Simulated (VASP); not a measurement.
# Al2Ru (I4/mmm) in VASP: further runs

Al2Ru is run at these levels: PBEsol; tasks: single point.

Everything below comes from runs of VASP 6.6.1. Logs are shortened: lines on timing, memory, paths and dates and some standing lists are left out, and cuts for length are marked.

## 1. The cell of the first run

The structure is tetragonal, space group I4/mmm (No. 139). Conventional cell: a = 3.121 Å, b = 3.121 Å, c = 8.444 Å, α = 90.00°, β = 90.00°, γ = 90.00°. Within 3.4 Å of Al (site symmetry 4mm) lie 5 Ru at 2.58 to 2.88 Å and 9 Al at 2.69 to 3.12 Å. Ru (site symmetry 4/mmm) has 10 Al at 2.58 to 2.88 Å and 4 Ru at 3.12 Å within 3.4 Å.

## 2. Single point, PBEsol

File INCAR:

```
SYSTEM = Al2Ru
ALGO = Fast
EDIFF = 1E-6
ENCUT = 520
GGA = PS
ISIF = 2
ISMEAR = 1
LASPH = .TRUE.
LCHARG = .TRUE.
LELF = .TRUE.
LREAL = .FALSE.
LVHAR = .TRUE.
LWAVE = .FALSE.
NBANDS = 17
NELM = 80
PREC = Accurate
SIGMA = 0.02
```

File KPOINTS:

```
k-points
0
G
  18 18 18
  0 0 0
```

File POSCAR:

```
Al2Ru
1.0
   -1.5604216200      1.5604216200      4.2218055900
    1.5604216200     -1.5604216200      4.2218055900
    1.5604216200      1.5604216200     -4.2218055900
Al Ru
2 1
Direct
    0.6592021900      0.6592021900      0.0000000000
    0.3407978100      0.3407978100      0.0000000000
    0.0000000000      0.0000000000      0.0000000000
```

Potentials or basis: VASP PAW PBE potentials, release 64 (Al, Ru_pv).

Command:

```console
$ cat potpaw_PBE.64/Al/POTCAR potpaw_PBE.64/Ru_pv/POTCAR > POTCAR
$ mpirun -np 1 vasp_std > vasp.out
```

OUTCAR:

```text
SYSTEM = Al2Ru
   EDIFF = 1E-6
   ENCUT = 520
   GGA = PS
   ISIF = 2
   ISMEAR = 1
   LASPH = .TRUE.
   LREAL = .FALSE.
   NELM = 80
   PREC = Accurate

 ion  position               nearest neighbor table
   1  0.659  0.659  0.000-   3 2.58   3 2.58   3 2.58   3 2.58   2 2.69   2 2.69   2 2.69   2 2.69
                             2 2.69   3 2.88
   2  0.341  0.341  0.000-   3 2.58   3 2.58   3 2.58   3 2.58   1 2.69   1 2.69   1 2.69   1 2.69
                             1 2.69   3 2.88
   3  0.000  0.000  0.000-   1 2.58   1 2.58   1 2.58   2 2.58   1 2.58   2 2.58   2 2.58   2 2.58
                             1 2.88   2 2.88

  LATTYP: Found a body centered tetragonal cell.
 ALAT       =     3.1208432400
 C/A-ratio  =     2.7055544065

  Lattice vectors:

 A1 = (  -1.5604216200,   1.5604216200,   4.2218055900)
 A2 = (   1.5604216200,  -1.5604216200,   4.2218055900)
 A3 = (   1.5604216200,   1.5604216200,  -4.2218055900)

Analysis of symmetry for initial positions (statically):
=====================================================================
 Subroutine PRICEL returns:
 Original cell was already a primitive cell.

 Routine SETGRP: Setting up the symmetry group for a
 body centered tetragonal supercell.

 Subroutine GETGRP returns: Found 16 space group operations
 (whereof 16 operations were pure point group operations)
 out of a pool of 16 trial point group operations.

The static configuration has the point symmetry D_4h.

Analysis of symmetry for dynamics (positions and initial velocities):
=====================================================================
 Subroutine PRICEL returns:
 Original cell was already a primitive cell.

 Routine SETGRP: Setting up the symmetry group for a
 body centered tetragonal supercell.

 Subroutine GETGRP returns: Found 16 space group operations
 (whereof 16 operations were pure point group operations)
 out of a pool of 16 trial point group operations.

The dynamic configuration has the point symmetry D_4h.

 Subroutine INISYM returns: Found 16 space group operations
 (whereof 16 operations are pure point group operations),
 and found     1 'primitive' translations

----------------------------------------------------------------------------------------

                                     Primitive cell

  volume of cell :      41.1190

  direct lattice vectors                    reciprocal lattice vectors
    -1.560421620  1.560421620  4.221805590     0.000000000  0.320426219  0.118432739
     1.560421620 -1.560421620  4.221805590     0.320426219  0.000000000  0.118432739
     1.560421620  1.560421620 -4.221805590     0.320426219  0.320426219  0.000000000

  length of vectors
     4.763766756  4.763766756  4.763766756     0.341612757  0.341612757  0.453151105

  position of ions in fractional coordinates (direct lattice)
     0.659202190  0.659202190  0.000000000
     0.340797810  0.340797810  0.000000000
     0.000000000  0.000000000  0.000000000

  ion indices of the primitive-cell ions
   primitive index   ion index
                 1           1
                 2           2
                 3           3

----------------------------------------------------------------------------------------

 KPOINTS: k-points

Automatic generation of k-mesh.
 Grid dimensions read from file:
 generate k-points for:   18   18   18

 Generating k-lattice:

  Cartesian coordinates                     Fractional coordinates (reciprocal lattice)
     0.000000000  0.017801457  0.006579597     0.055555556  0.000000000 -0.000000000
     0.017801457  0.000000000  0.006579597     0.000000000  0.055555556 -0.000000000
     0.017801457  0.017801457  0.000000000     0.000000000  0.000000000  0.055555556

  Length of vectors
     0.018978486  0.018978486  0.025175061

  Shift w.r.t. Gamma in fractional coordinates (k-lattice)
     0.000000000  0.000000000  0.000000000

 Subroutine IBZKPT returns following result:
 ===========================================

 Found    480 irreducible k-points:

 Following reciprocal coordinates:
            Coordinates               Weight
  0.000000  0.000000  0.000000      1.000000
  0.055556  0.000000 -0.000000      8.000000
  0.111111  0.000000 -0.000000      8.000000
  0.166667  0.000000 -0.000000      8.000000
  0.222222  0.000000 -0.000000      8.000000
  0.277778  0.000000 -0.000000      8.000000
[... 16 lines left out ...]
 -0.277778  0.055556  0.000000     16.000000
 -0.222222  0.055556  0.000000     16.000000
 [... further k-points ...]
   k-points           NKPTS =    480   k-points in BZ     NKDIM =    480   number of bands    NBANDS=     17
   number of dos      NEDOS =    301   number of ions     NIONS =      3
   total plane-waves  NPLWV =  46656
   dimension x,y,z NGX =    36 NGY =   36 NGZ =   36
   dimension x,y,z NGXF=    72 NGYF=   72 NGZF=   72
   ions per type =               2   1
   NGX,Y,Z   is equivalent  to a cutoff of  12.56, 12.56, 12.56 a.u.
   NGXF,Y,Z  is equivalent  to a cutoff of  25.13, 25.13, 25.13 a.u.
 SYSTEM =  Al2Ru
   PREC   = accura    normal or accurate (medium, high low for compatibility)
   ISTART =      0    job   : 0-new  1-cont  2-samecut
   ICHARG =      2    charge: 1-file 2-atom 10-const
   ISPIN  =      1    spin polarized calculation?
   LNONCOLLINEAR =      F non collinear calculations
   LSORBIT =      F    spin-orbit coupling
   LASPH  =      T    aspherical Exc in radial PAW
   ENCUT  =  520.0 eV  38.22 Ry    6.18 a.u.   8.86  8.86  8.86*2*pi/ulx,y,z
   NELM   =     80;   NELMIN=  2; NELMDL= -5     # of ELM steps
   EDIFF  = 0.1E-05   stopping-criterion for ELM
   LREAL  =      F    real-space projection
   EDIFFG = 0.1E-04   stopping-criterion for IOM
   NSW    =      0    number of steps for IOM
   IBRION =     -1    ionic relax: 0-MD 1-quasi-New 2-CG
   NFREE  =      0    steps in history (QN), initial steepest desc. (CG)
   ISIF   =      2    stress and relaxation
   ISYM   =      2    0-nonsym 1-usesym 2-fastsym
   POTIM  = 0.5000    time-step for ionic-motion
   TEBEG  =    0.0;   TEEND  =   0.0 temperature during run
   PSTRESS=    0.0 pullay stress
   NELECT =      20.0000    total number of electrons
   NUPDOWN=      -1.0000    fix difference up-down
   EMIN   =  10.00;   EMAX   =-10.00  energy-range for DOS
   EFERMI =   0.00;   METHOD = LEGACY
   ISMEAR =     1;   SIGMA  =   0.02  broadening in eV -4-tet -1-fermi 0-gaus
   EFERMI_NEDOS =   21; number of points for ismear=-14 and -15
   IALGO  =     68    algorithm
   IMIX   =      4    mixing-type and parameters
     AMIX     =   0.40;   BMIX     =  1.00
     AMIX_MAG =   1.60;   BMIX_MAG =  1.00
  volume/ion in A,a.u.               =      13.71        92.49
  Fermi-wavevector in a.u.,A,eV,Ry     =   1.287471  2.432967 22.552766  1.657582
  Thomas-Fermi vector in A             =   2.419483
   LORBIT       =      0    0 simple, 1 ext, 2 COOP (PROOUT), +10 PAW based schemes
   GGA     = PS    functional components
   LHFCALC =     F    Hartree Fock is set to
   AEXX    =    0.0000 exact exchange contribution
   IVDW    =     0    specifies the selected vdW correction
   LEPSILON=     F    determine dielectric tensor
   LRPA    =     F    only Hartree local field effects (RPA)
 non-spin polarized calculation
 RMM-DIIS sequential band-by-band and
 Methfessel and Paxton  Order N= 1 SIGMA  =   0.02
  energy-cutoff  :      520.00
  volume of cell :       41.12
 maximum number of plane-waves:      1126
   NGX = 17   NGY = 17   NGZ = 17

 number of electron      19.9999999 magnetization

 Free energy of the ion-electron system (eV)
  ---------------------------------------------------
  ext. energy  EPLUGINS =         0.00000000
  ---------------------------------------------------
  free energy    TOTEN  =       -20.32855656 eV

  energy without entropy =      -20.32856568  energy(sigma->0) =      -20.32855960

 E-fermi :  10.5475     XC(G=0): -12.0217

 val. band max:       10.5290094804   @ k =  -0.2778   0.2222   0.0000
 cond. band min:      10.5501814146   @ k =  -0.2778   0.2778   0.0000
 fundamental gap:      0.0211719342
 Fermi energy:        10.5474858187

 k-point     1 :       0.0000    0.0000    0.0000
  band No.  band energies     occupation
      1     -32.0600      2.00000
      2     -32.0600      2.00000
      3     -31.9749      2.00000
      4      -0.3991      2.00000
      5       5.0884      2.00000
      6       6.6865      2.00000
[... 9 lines left out ...]
     16      16.7601      0.00000
     17      18.2613      0.00000

 k-point     2 :       0.0556    0.0000   -0.0000
  band No.  band energies     occupation
      1     -32.0640      2.00000
      2     -32.0596      2.00000
      3     -31.9745      2.00000
      4      -0.3410      2.00000
      5       5.1151      2.00000
      6       6.7071      2.00000
[... 9 lines left out ...]
     16      17.0454      0.00000
     17      18.7919      0.00000

 k-point     3 :       0.1111    0.0000   -0.0000
  band No.  band energies     occupation
      1     -32.0757      2.00000
      2     -32.0586      2.00000
      3     -31.9734      2.00000
      4      -0.1679      2.00000
      5       5.1902      2.00000
      6       6.7626      2.00000
[... 9 lines left out ...]
     16      17.5519      0.00000
     17      19.8834      0.00000

 k-point     4 :       0.1667    0.0000   -0.0000
  band No.  band energies     occupation
      1     -32.0936      2.00000
      2     -32.0571      2.00000
      3     -31.9717      2.00000
      4       0.1168      2.00000
      5       5.2973      2.00000
      6       6.8205      2.00000
[... 9 lines left out ...]
     16      18.2224      0.00000
     17      21.0850      0.00000
[... 343 lines left out ...]
      1     -32.1599      2.00000
      2     -32.0552      2.00000
      3     -31.9648      2.00000
      4       1.5516      2.00000
      5       5.4085      2.00000
      6       6.3934      2.00000
[... 9 lines left out ...]
     16      19.8015      0.00000
     17      20.4440      0.00000

 k-point    23 :      -0.2778    0.0556    0.0000
  band No.  band energies     occupation
      1     -32.1382      2.00000
      2     -32.0571      2.00000
      3     -31.9669      2.00000
      4       0.9864      2.00000
      5       5.6079      2.00000
      6       6.4955      2.00000
[... 9 lines left out ...]
     16      19.2648      0.00000
     17      20.8752      0.00000

 k-point    24 :      -0.2222    0.0556    0.0000
  band No.  band energies     occupation
      1     -32.1150      2.00000
      2     -32.0592      2.00000
      3     -31.9691      2.00000
      4       0.5098      2.00000
      5       5.5717      2.00000
      6       6.7469      2.00000
[... 9 lines left out ...]
     16      18.7433      0.00000
     17      21.4779      0.00000

 [... further k-points ...]

------------------------ aborting loop because EDIFF is reached ----------------------------------------

  FORCE on cell =-STRESS in cart. coord.  units (eV):
  Direction    XX          YY          ZZ          XY          YZ          ZX
  --------------------------------------------------------------------------------------
  -------------------------------------------------------------------------------------
  Total       -0.0462556     -0.0462556     -0.1827430      0.0000000      0.0000000      0.0000000
  in kB       -1.8023221     -1.8023221     -7.1204791      0.0000000      0.0000000      0.0000000
  external PRESSURE =      -3.5750411 kB  Pullay stress =       0.0000000 kB

 VOLUME and BASIS-vectors are now :
 -----------------------------------------------------------------------------
  energy-cutoff  :      520.00
  volume of cell :       41.12
      direct lattice vectors                 reciprocal lattice vectors
    -1.560421620  1.560421620  4.221805590     0.000000000  0.320426219  0.118432739
     1.560421620 -1.560421620  4.221805590     0.320426219  0.000000000  0.118432739
     1.560421620  1.560421620 -4.221805590     0.320426219  0.320426219  0.000000000

 POSITION                                       TOTAL-FORCE (eV/Angst)
 -----------------------------------------------------------------------------------
      0.00000      0.00000      5.56605        -0.000000     -0.000000     -0.038679
      0.00000      0.00000      2.87756         0.000000      0.000000      0.038679
      0.00000      0.00000      0.00000         0.000000      0.000000      0.000000
 -----------------------------------------------------------------------------------
    total drift:                                0.000000     -0.000000      0.000000

  FREE ENERGIE OF THE ION-ELECTRON SYSTEM (eV)
  ---------------------------------------------------
  free  energy   TOTEN  =       -20.3285565555 eV

  energy  without entropy=      -20.3285656844  energy(sigma->0) =      -20.32855960
```

Wall time 12 min (1 thread of Intel Xeon Platinum 8259CL at 2.50GHz (Skylake/Cascade Lake), shared host); peak memory 0.47 GiB.

What came out:

```yaml
Free_energy: -20.3286 eV
Pressure: -0.4 GPa
Largest_force: 0.039 eV/Å
Band_gap_on_the_k_mesh: zero (bands 10 and 11 overlap by 0.18 eV)
```

Forces in eV/Å, atoms in the order of the input:
```
Al   0.000  0.000 -0.039
Al   0.000  0.000  0.039
Ru   0.000  0.000  0.000
```

Caveat: the PAW data sets were made with another functional, which shifts forces and pressure a little.

## 3. Single point, PBEsol

File INCAR:

```
SYSTEM = Al2Ru
PREC = Accurate ; ENCUT = 520
EDIFF = 1E-6 ; ISMEAR = 1
SIGMA = 0.3 ; LREAL = .False.
LASPH = .True. ; NELM = 60
ALGO = Fast ; ISIF = 2
LWAVE = .False. ; LCHARG = .True.
GGA = PS ; LELF = .True.
LVHAR = .True. ; NBANDS = 17
```

File KPOINTS:

```
regular mesh
0
Gamma
  18 18 18
  0 0 0
```

POSCAR is that of step 2.

Potentials or basis: VASP PAW PBE potentials, release 64 (Al, Ru_pv).

Command:

```console
$ cat potpaw_PBE.64/Al/POTCAR potpaw_PBE.64/Ru_pv/POTCAR > POTCAR
$ mpirun -np 1 vasp_std > vasp.out
```

Run time: 13 min. Hardware: 1 thread of Intel Xeon Platinum 8259CL at 2.50GHz (Skylake/Cascade Lake), shared host; peak memory 0.46 GiB.

Results (log left out):

```yaml
Free_energy: -20.3254 eV
Pressure: -0.4 GPa
Largest_force: 0.043 eV/Å
Band_gap_on_the_k_mesh: zero (bands 10 and 11 overlap by 0.17 eV)
```

Forces on the atoms (eV/Å):
```
Al   0.000  0.000 -0.043
Al   0.000  0.000  0.043
Ru   0.000  0.000  0.000
```

Stress tensor (GPa, compression positive):
```
-0.18  0.00  0.00
 0.00 -0.18  0.00
 0.00  0.00 -0.80
```

Levels at points of the mesh, in eV from the Fermi level:
```tsv
k point	band 7	band 8	band 9	band 10	band 11	band 12	band 13	band 14
(0.00, 0.00, 0.00)	-1.99	-1.99	-1.98	-0.95	2.40	4.67	6.12	6.12
(0.50, 0.00, 0.00)	-2.93	-2.74	-2.55	-1.42	0.58	3.05	5.11	7.00
(0.50, 0.50, 0.00)	-3.42	-3.09	-1.27	-0.34	0.28	1.84	2.01	4.78
(0.50, 0.50, 0.50)	-2.62	-1.55	-1.55	-0.93	3.16	3.16	6.29	6.46
```

Caveat: so wide a smearing shifts energies and pressures; the PAW data sets were made with another functional, which shifts forces and pressure a little.

## 4. Single point, PBEsol

File INCAR:

```
ALGO = Fast
EDIFF = 1E-7
ENCUT = 520
GGA = PS
ISIF = 2
ISMEAR = 1
LASPH = T
LCHARG = F
LREAL = F
LWAVE = F
NBANDS = 17
NELM = 100
PREC = Accurate
SIGMA = 0.5
```

File KPOINTS:

```
k-points
0
Gamma
  18 18 18
```

POSCAR is that of step 3.

Command:

```console
$ cat potpaw_PBE.64/Al/POTCAR potpaw_PBE.64/Ru_pv/POTCAR > POTCAR
$ mpirun -np 1 vasp_std > vasp.out
```

Run time: 12 min. Hardware: 1 thread of Intel Xeon Platinum 8259CL at 2.50GHz (Skylake/Cascade Lake), shared host; peak memory 0.46 GiB.

It converged, with:

```yaml
Free_energy: -20.3170 eV
Pressure: -0.4 GPa
Largest_force: 0.056 eV/Å
Band_gap_on_the_k_mesh: zero (bands 10 and 11 overlap by 0.16 eV)
```

Forces on the atoms (eV/Å):
```
Al   0.000  0.000 -0.056
Al   0.000  0.000  0.056
Ru   0.000  0.000  0.000
```

Stress tensor (GPa, compression positive):
```
-0.18  0.00  0.00
 0.00 -0.18  0.00
 0.00  0.00 -0.92
```

Levels at points of the mesh, in eV from the Fermi level:
```csv
k point,band 8,band 9,band 10,band 11,band 12,band 13
"(0.00, 0.00, 0.00)",-1.92,-1.92,-0.89,2.46,4.72,6.18
"(0.50, 0.00, 0.00)",-2.68,-2.48,-1.36,0.65,3.11,5.16
"(0.50, 0.50, 0.00)",-3.03,-1.22,-0.28,0.35,1.90,2.07
"(0.50, 0.50, 0.50)",-1.49,-1.49,-0.86,3.21,3.21,6.35
```

Caveat: so wide a smearing shifts energies and pressures; the PAW data sets were made with another functional, which shifts forces and pressure a little.

## 5. Summary

```tsv
smearing	further INCAR settings	gap on the mesh (eV)	pressure (GPa)	largest force (eV/Å)
methfessel-paxton 0.02 eV	ALGO = Fast; EDIFF = 1e-06; NBANDS = 17	none	-0.4	0.04
methfessel-paxton 0.3 eV	ALGO = Fast; EDIFF = 1e-06; NBANDS = 17	none	-0.4	0.04
methfessel-paxton 0.5 eV	ALGO = Fast; EDIFF = 1e-07; NBANDS = 17	none	-0.4	0.06
```

Alike in all rows: task single point; level PBEsol; potentials or basis VASP PAW PBE potentials, release 64 (Al, Ru_pv); no spin polarisation; cell as given; k mesh 18 × 18 × 18; cutoff (eV) 520.

Caveats: the PAW data sets were made with another functional, which shifts forces and pressure a little; so wide a smearing shifts energies and pressures (at least some runs).

Absolute energies hang on the potentials; compare differences alone.

The gap in the log of VASP goes by the Fermi energy; the results here count the filled bands.